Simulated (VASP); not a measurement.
# RbBr (Fm-3m) in VASP: notebook

The runs below take RbBr through relaxation of cell and atoms, single point, with PBEsol.

Everything below comes from runs of VASP 6.6.1. Logs are shortened: lines on timing, memory, paths and dates and some standing lists are left out, and cuts for length are marked.

### 1 The cell of the first run

The structure is cubic, space group Fm-3m (No. 225). Conventional cell: a = 6.850 Å, b = 6.850 Å, c = 6.850 Å, α = 90.00°, β = 90.00°, γ = 90.00°. Within 4.5 Å of Rb (site symmetry m-3m) lie 6 Br at 3.43 Å. Br (site symmetry m-3m) has 6 Rb at 3.43 Å within 4.5 Å.

### 2 Relaxation of cell and atoms, PBEsol

Input file INCAR:

```
PREC = Accurate
ENCUT = 600
EDIFF = 1E-6
ISMEAR = 0
SIGMA = 0.01
LREAL = False
LASPH = True
NELM = 60
ALGO = Normal
ISIF = 3
LWAVE = False
LCHARG = False
GGA = PS
IBRION = 2
NSW = 80
EDIFFG = -0.001
```

Input file KPOINTS:

```
Automatic mesh
0
Gamma
  6 6 6
```

Input file POSCAR:

```
RbBr
1.0
    0.0000000000      3.4252093797      3.4252093797
    3.4252093797      0.0000000000      3.4252093797
    3.4252093797      3.4252093797      0.0000000000
Rb Br
1 1
Direct
    0.0000000000      0.0000000000      0.0000000000
    0.5000000000      0.5000000000      0.5000000000
```

Potentials or basis: VASP PAW PBE potentials, release 64 (Rb_sv, Br).

Command:

```
> cat potpaw_PBE.64/Rb_sv/POTCAR potpaw_PBE.64/Br/POTCAR > POTCAR
> mpirun -np 1 vasp_std > vasp.out
```

OUTCAR:

```text
PREC = Accurate
   ENCUT = 600
   EDIFF = 1E-6
   ISMEAR = 0
   LREAL = False
   LASPH = True
   NELM = 60
   ISIF = 3
   GGA = PS
   IBRION = 2
   NSW = 80
   EDIFFG = -0.001

 ion  position               nearest neighbor table
   1  0.000  0.000  0.000-   2 3.43   2 3.43   2 3.43   2 3.43   2 3.43   2 3.43
   2  0.500  0.500  0.500-   1 3.43   1 3.43   1 3.43   1 3.43   1 3.43   1 3.43

  LATTYP: Found a face centered cubic cell.
 ALAT       =     6.8504187594

  Lattice vectors:

 A1 = (   0.0000000000,   3.4252093797,   3.4252093797)
 A2 = (   3.4252093797,   0.0000000000,   3.4252093797)
 A3 = (   3.4252093797,   3.4252093797,   0.0000000000)

Analysis of symmetry for initial positions (statically):
=====================================================================
 Subroutine PRICEL returns:
 Original cell was already a primitive cell.

 Routine SETGRP: Setting up the symmetry group for a
 face centered cubic supercell.

 Subroutine GETGRP returns: Found 48 space group operations
 (whereof 48 operations were pure point group operations)
 out of a pool of 48 trial point group operations.

The static configuration has the point symmetry O_h .

Analysis of symmetry for dynamics (positions and initial velocities):
=====================================================================
 Subroutine PRICEL returns:
 Original cell was already a primitive cell.

 Routine SETGRP: Setting up the symmetry group for a
 face centered cubic supercell.

 Subroutine GETGRP returns: Found 48 space group operations
 (whereof 48 operations were pure point group operations)
 out of a pool of 48 trial point group operations.

The dynamic configuration has the point symmetry O_h .

 Subroutine INISYM returns: Found 48 space group operations
 (whereof 48 operations are pure point group operations),
 and found     1 'primitive' translations

----------------------------------------------------------------------------------------

                                     Primitive cell

  volume of cell :      80.3695

  direct lattice vectors                    reciprocal lattice vectors
     0.000000000  3.425209380  3.425209380    -0.145976478  0.145976478  0.145976478
     3.425209380  0.000000000  3.425209380     0.145976478 -0.145976478  0.145976478
     3.425209380  3.425209380  0.000000000     0.145976478  0.145976478 -0.145976478

  length of vectors
     4.843977559  4.843977559  4.843977559     0.252838676  0.252838676  0.252838676

  position of ions in fractional coordinates (direct lattice)
     0.000000000  0.000000000  0.000000000
     0.500000000  0.500000000  0.500000000

  ion indices of the primitive-cell ions
   primitive index   ion index
                 1           1
                 2           2

----------------------------------------------------------------------------------------

 KPOINTS: Automatic mesh

Automatic generation of k-mesh.
 Grid dimensions read from file:
 generate k-points for:    6    6    6

 Generating k-lattice:

  Cartesian coordinates                     Fractional coordinates (reciprocal lattice)
    -0.024329413  0.024329413  0.024329413     0.166666667  0.000000000  0.000000000
     0.024329413 -0.024329413  0.024329413     0.000000000  0.166666667  0.000000000
     0.024329413  0.024329413 -0.024329413     0.000000000  0.000000000  0.166666667

  Length of vectors
     0.042139779  0.042139779  0.042139779

  Shift w.r.t. Gamma in fractional coordinates (k-lattice)
     0.000000000  0.000000000  0.000000000

 Subroutine IBZKPT returns following result:
 ===========================================

 Found     16 irreducible k-points:

 Following reciprocal coordinates:
            Coordinates               Weight
  0.000000  0.000000  0.000000      1.000000
  0.166667  0.000000  0.000000      8.000000
  0.333333  0.000000  0.000000      8.000000
  0.500000  0.000000  0.000000      4.000000
  0.166667  0.166667  0.000000      6.000000
  0.333333  0.166667  0.000000     24.000000
[... 8 lines left out ...]
 -0.333333  0.333333  0.166667     24.000000
 -0.333333  0.500000  0.166667     12.000000
   k-points           NKPTS =     16   k-points in BZ     NKDIM =     16   number of bands    NBANDS=     12
   number of dos      NEDOS =    301   number of ions     NIONS =      2
   total plane-waves  NPLWV =  64000
   dimension x,y,z NGX =    40 NGY =   40 NGZ =   40
   dimension x,y,z NGXF=    80 NGYF=   80 NGZF=   80
   ions per type =               1   1
   NGX,Y,Z   is equivalent  to a cutoff of  13.73, 13.73, 13.73 a.u.
   NGXF,Y,Z  is equivalent  to a cutoff of  27.46, 27.46, 27.46 a.u.
 SYSTEM =  unknown system
   PREC   = accura    normal or accurate (medium, high low for compatibility)
   ISTART =      0    job   : 0-new  1-cont  2-samecut
   ICHARG =      2    charge: 1-file 2-atom 10-const
   ISPIN  =      1    spin polarized calculation?
   LNONCOLLINEAR =      F non collinear calculations
   LSORBIT =      F    spin-orbit coupling
   LASPH  =      T    aspherical Exc in radial PAW
   ENCUT  =  600.0 eV  44.10 Ry    6.64 a.u.   9.67  9.67  9.67*2*pi/ulx,y,z
   NELM   =     60;   NELMIN=  2; NELMDL= -5     # of ELM steps
   EDIFF  = 0.1E-05   stopping-criterion for ELM
   LREAL  =      F    real-space projection
   EDIFFG = -.1E-02   stopping-criterion for IOM
   NSW    =     80    number of steps for IOM
   IBRION =      2    ionic relax: 0-MD 1-quasi-New 2-CG
   NFREE  =      1    steps in history (QN), initial steepest desc. (CG)
   ISIF   =      3    stress and relaxation
   ISYM   =      2    0-nonsym 1-usesym 2-fastsym
   POTIM  = 0.5000    time-step for ionic-motion
   TEBEG  =    0.0;   TEEND  =   0.0 temperature during run
   PSTRESS=    0.0 pullay stress
   NELECT =      16.0000    total number of electrons
   NUPDOWN=      -1.0000    fix difference up-down
   EMIN   =  10.00;   EMAX   =-10.00  energy-range for DOS
   EFERMI =   0.00;   METHOD = LEGACY
   ISMEAR =     0;   SIGMA  =   0.01  broadening in eV -4-tet -1-fermi 0-gaus
   EFERMI_NEDOS =   21; number of points for ismear=-14 and -15
   IALGO  =     38    algorithm
   IMIX   =      4    mixing-type and parameters
     AMIX     =   0.40;   BMIX     =  1.00
     AMIX_MAG =   1.60;   BMIX_MAG =  1.00
  volume/ion in A,a.u.               =      40.18       271.18
  Fermi-wavevector in a.u.,A,eV,Ry     =   0.955912  1.806411 12.432553  0.913767
  Thomas-Fermi vector in A             =   2.084792
   LORBIT       =      0    0 simple, 1 ext, 2 COOP (PROOUT), +10 PAW based schemes
   GGA     = PS    functional components
   LHFCALC =     F    Hartree Fock is set to
   AEXX    =    0.0000 exact exchange contribution
   IVDW    =     0    specifies the selected vdW correction
   LEPSILON=     F    determine dielectric tensor
   LRPA    =     F    only Hartree local field effects (RPA)
 conjugate gradient relaxation of ions
 non-spin polarized calculation
 Gauss-broadening in eV      SIGMA  =   0.01
  energy-cutoff  :      600.00
  volume of cell :       80.37
 maximum number of plane-waves:      2733
   NGX = 19   NGY = 19   NGZ = 19

 number of electron      16.0000001 magnetization

 Free energy of the ion-electron system (eV)
  ---------------------------------------------------
  ext. energy  EPLUGINS =         0.00000000
  ---------------------------------------------------
  free energy    TOTEN  =        -6.35542784 eV

  energy without entropy =       -6.35542784  energy(sigma->0) =       -6.35542784

 E-fermi :  -1.7355     XC(G=0):  -7.4118

 val. band max:       -1.8392993156   @ k =   0.0000   0.0000   0.0000
 cond. band min:       2.3757158580   @ k =   0.0000   0.0000   0.0000
 fundamental gap:      4.2150151736
 Fermi energy:        -1.7354885065

 k-point     1 :       0.0000    0.0000    0.0000
  band No.  band energies     occupation
      1     -26.1913      2.00000
      2     -14.0344      2.00000
      3     -10.2790      2.00000
      4     -10.2790      2.00000
      5     -10.2790      2.00000
      6      -1.8393      2.00000
      7      -1.8393      2.00000
      8      -1.8393      2.00000
      9       2.3757      0.00000
     10       5.3611      0.00000
     11       5.3611      0.00000
     12       5.3611      0.00000

 k-point     2 :       0.1667    0.0000    0.0000
  band No.  band energies     occupation
      1     -26.1889      2.00000
      2     -14.0451      2.00000
      3     -10.2810      2.00000
      4     -10.2810      2.00000
      5     -10.2674      2.00000
      6      -2.1557      2.00000
      7      -1.9371      2.00000
      8      -1.9371      2.00000
      9       3.0260      0.00000
     10       5.2143      0.00000
     11       5.6922      0.00000
     12       5.6922      0.00000

 k-point     3 :       0.3333    0.0000    0.0000
  band No.  band energies     occupation
      1     -26.1840      2.00000
      2     -14.0662      2.00000
      3     -10.2849      2.00000
      4     -10.2849      2.00000
      5     -10.2444      2.00000
      6      -2.6516      2.00000
      7      -2.1196      2.00000
      8      -2.1196      2.00000
      9       4.2769      0.00000
     10       5.3628      0.00000
     11       6.6145      0.00000
     12       6.6145      0.00000

 k-point     4 :       0.5000    0.0000    0.0000
  band No.  band energies     occupation
      1     -26.1815      2.00000
      2     -14.0766      2.00000
      3     -10.2869      2.00000
      4     -10.2869      2.00000
      5     -10.2330      2.00000
      6      -2.8590      2.00000
      7      -2.2051      2.00000
      8      -2.2051      2.00000
      9       4.8342      0.00000
     10       5.7774      0.00000
     11       7.5993      0.00000
     12       7.5993      0.00000

 k-point     5 :       0.1667    0.1667    0.0000
  band No.  band energies     occupation
      1     -26.1881      2.00000
      2     -14.0419      2.00000
      3     -10.2975      2.00000
      4     -10.2975      2.00000
      5     -10.2553      2.00000
      6      -2.2747      2.00000
      7      -1.8958      2.00000
      8      -1.8958      2.00000
      9       3.1272      0.00000
     10       4.7352      0.00000
     11       6.0550      0.00000
     12       6.0550      0.00000
[... 108 lines left out ...]
      1     -26.1788      2.00000
      2     -13.9798      2.00000
      3     -10.4690      2.00000
      4     -10.3539      2.00000
      5     -10.3539      2.00000
      6      -2.3255      2.00000
      7      -2.0019      2.00000
      8      -2.0019      2.00000
      9       3.6552      0.00000
     10       5.1825      0.00000
     11       7.2196      0.00000
     12       7.3114      0.00000

 k-point    14 :       0.5000    0.3333    0.1667
  band No.  band energies     occupation
      1     -26.1810      2.00000
      2     -14.0324      2.00000
      3     -10.3612      2.00000
      4     -10.3370      2.00000
      5     -10.2734      2.00000
      6      -2.5431      2.00000
      7      -2.1641      2.00000
      8      -2.0732      2.00000
      9       4.6023      0.00000
     10       4.9159      0.00000
     11       6.8933      0.00000
     12       7.5617      0.00000

 k-point    15 :      -0.3333    0.3333    0.1667
  band No.  band energies     occupation
      1     -26.1794      2.00000
      2     -14.0252      2.00000
      3     -10.3810      2.00000
      4     -10.3726      2.00000
      5     -10.2614      2.00000
      6      -2.5013      2.00000
      7      -2.1996      2.00000
      8      -2.1762      2.00000
      9       5.0766      0.00000
     10       5.3024      0.00000
     11       6.6231      0.00000
     12       6.8817      0.00000

 k-point    16 :      -0.3333    0.5000    0.1667
  band No.  band energies     occupation
      1     -26.1787      2.00000
      2     -14.0007      2.00000
      3     -10.4402      2.00000
      4     -10.3827      2.00000
      5     -10.2843      2.00000
      6      -2.2681      2.00000
      7      -2.2642      2.00000
      8      -2.1101      2.00000
      9       4.3610      0.00000
     10       5.9292      0.00000
     11       6.0356      0.00000
     12       7.0263      0.00000

------------------------ aborting loop because EDIFF is reached ----------------------------------------

  FORCE on cell =-STRESS in cart. coord.  units (eV):
  Direction    XX          YY          ZZ          XY          YZ          ZX
  --------------------------------------------------------------------------------------
  -------------------------------------------------------------------------------------
  Total       -0.0011115     -0.0011115     -0.0011115      0.0000000      0.0000000     -0.0000000
  in kB       -0.0221578     -0.0221578     -0.0221578      0.0000000      0.0000000     -0.0000000
  external PRESSURE =      -0.0221578 kB  Pullay stress =       0.0000000 kB

 VOLUME and BASIS-vectors are now :
 -----------------------------------------------------------------------------
  energy-cutoff  :      600.00
  volume of cell :       80.37
      direct lattice vectors                 reciprocal lattice vectors
     0.000000000  3.425209380  3.425209380    -0.145976478  0.145976478  0.145976478
     3.425209380  0.000000000  3.425209380     0.145976478 -0.145976478  0.145976478
     3.425209380  3.425209380  0.000000000     0.145976478  0.145976478 -0.145976478

 POSITION                                       TOTAL-FORCE (eV/Angst)
 -----------------------------------------------------------------------------------
      0.00000      0.00000      0.00000         0.000000      0.000000      0.000000
      3.42521      3.42521      3.42521        -0.000000      0.000000      0.000000
 -----------------------------------------------------------------------------------
    total drift:                                0.000000     -0.000000     -0.000000

  FREE ENERGIE OF THE ION-ELECTRON SYSTEM (eV)
  ---------------------------------------------------
  free  energy   TOTEN  =        -6.3554278439 eV

  energy  without entropy=       -6.3554278439  energy(sigma->0) =       -6.35542784

 reached required accuracy - stopping structural energy minimisation
```

Run time: 27 s. Hardware: 1 thread of Intel Xeon Platinum 8259CL at 2.50GHz (Skylake/Cascade Lake), shared host; peak memory 0.24 GiB.

What came out:

```
Free energy             : -6.3554 eV
Pressure after relaxing : 0.0 GPa
Band gap on the k mesh  : 4.21 eV, direct
```

Final structure:
```yaml
crystal:
  lattice:
    - [0.00000, 3.42521, 3.42521]
    - [3.42521, 0.00000, 3.42521]
    - [3.42521, 3.42521, 0.00000]
  atoms:
    - { symbol: Rb, position: [0.00000, 0.00000, 0.00000] }
    - { symbol: Br, position: [0.50000, 0.50000, 0.50000] }
```

Caveat: the relaxation stopped at its first step, so nothing moved; the PAW data sets were made with another functional, which shifts forces and pressure a little.

### 3 Single point, PBEsol

This run uses another cell than the first one, of 21.81 Å³/atom, 0.543 times its volume.

Input file INCAR:

```
  PREC = Accurate
  ENCUT = 500
  EDIFF = 1E-6
  ISMEAR = 0
  SIGMA = 0.01
  LREAL = F
  LASPH = T
  NELM = 120
  ALGO = Normal
  ISIF = 2
  LWAVE = F
  LCHARG = F
  GGA = PS
  NBANDS = 15
  GGA_COMPAT = F
```

KPOINTS is that of step 2.

Input file POSCAR:

```
RbBr
1.0
    0.0000000000      2.7940500063      2.7940500063
    2.7940500063      0.0000000000      2.7940500063
    2.7940500063      2.7940500063      0.0000000000
Rb Br
1 1
Direct
    0.0000000000      0.0000000000      0.0000000000
    0.5000000000      0.5000000000      0.5000000000
```

Potentials or basis: VASP PAW PBE potentials, release 64 (Rb_sv, Br).

Command:

```
> cat potpaw_PBE.64/Rb_sv/POTCAR potpaw_PBE.64/Br/POTCAR > POTCAR
> mpirun -np 1 vasp_std > vasp.out
```

Wall time 7.4 s (1 thread of Intel Xeon Platinum 8488C (Sapphire Rapids), shared host); peak memory 0.16 GiB.

The run converged. Its results:

| Property | Result |
| --- | --- |
| Free energy | -3.8259 eV |
| Pressure | 40.6 GPa |
| Band gap on the k mesh | 3.45 eV, direct |

Levels at points of the mesh, in eV from the valence-band top:
| k point | band 4 | band 5 | band 6 | band 7 | band 8 | band 9 | band 10 | band 11 | band 12 | band 13 |
| --- | --- | --- | --- | --- | --- | --- | --- | --- | --- | --- |
| (0.00, 0.00, 0.00) | -8.25 | -8.25 | -0.15 | -0.15 | -0.15 | 6.19 | 6.20 | 6.20 | 6.20 | 7.75 |
| (0.50, 0.00, 0.00) | -8.22 | -7.39 | -2.87 | -1.75 | -1.75 | 7.73 | 9.09 | 10.62 | 10.62 | 11.57 |
| (0.50, 0.50, 0.00) | -8.87 | -8.87 | -0.03 | 0.00 | 0.00 | 3.45 | 9.60 | 9.73 | 11.97 | 12.20 |

Caveat: the PAW data sets were made with another functional, which shifts forces and pressure a little. A k mesh can miss the band edges.

[end of part 1 of 2]
